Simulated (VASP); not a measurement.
A run of VASP 6.6.1 is set up as follows.

INCAR

```
  PREC = Accurate
  ENCUT = 520
  EDIFF = 1E-7
  ISMEAR = 1
  SIGMA = 0.1
  LREAL = False
  LASPH = True
  NELM = 60
  ALGO = Normal
  ISIF = 2
  LWAVE = False
  LCHARG = True
  GGA = CA
  LELF = True
  LVHAR = True
  NBANDS = 17
```

File KPOINTS:

```
regular mesh
0
Gamma
  13 13 13
```

Contents of POSCAR:

```
Pd
1.0
    0.0000000000      2.8052541114      2.8052541114
    2.8052541114      0.0000000000      2.8052541114
    2.8052541114      2.8052541114      0.0000000000
Pd
2
Direct
    0.0000000000      0.0000000000      0.0000000000
    0.2500000000      0.2500000000      0.2500000000
```

Potentials or basis: VASP PAW LDA potentials, release 64 (Pd).

Command:

```console
$ cat potpaw_LDA.64/Pd/POTCAR > POTCAR
$ mpirun -np 1 vasp_std > vasp.out
```

(1) What does it give for the pressure?

(2) What does it give for the band gap on the k mesh?

## Answers

(1) -0.2 GPa.

(2) zero (band 10 reaches 4.84 eV, above the bottom of band 11 at 4.37 eV).
